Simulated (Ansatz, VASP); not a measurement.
**Two plane-wave programs on BaTiO3**

```xyz
5
Lattice="3.9941 0.0000 0.0000 0.0000 3.9941 0.0000 0.0000 0.0000 3.9941" Properties=species:S:1:pos:R:3 pbc="T T T"
Ba    0.0000    0.0000    0.0000
Ti    1.9970    1.9970    1.9970
O     1.9970    1.9970    0.0000
O     1.9970    0.0000    1.9970
O     0.0000    1.9970    1.9970
```

Alike in both runs: task single point; functional PBE; k mesh 6 × 6 × 6; occupations fermi-dirac, width 0.02 eV; no spin polarisation.

```csv
,VASP,Ansatz
version,VASP 6.6.1,Ansatz 0.2.0
potentials or method,"VASP PAW PBE potentials, release 64 (Ba_sv, Ti_sv, O)","plane waves, PAW"
plane-wave cutoff (eV),520,420
valence electrons in the cell,40,40
```

Ansatz gave:

```
gap on the k mesh at the Fermi level (eV) : 1.82
pressure (GPa)                            : 3.2
```

Task: What did VASP give for the same quantities?

Result: gap on the k mesh at the Fermi level (eV): 1.76; pressure (GPa): 5.0.

Neither program's run includes spin-orbit coupling.
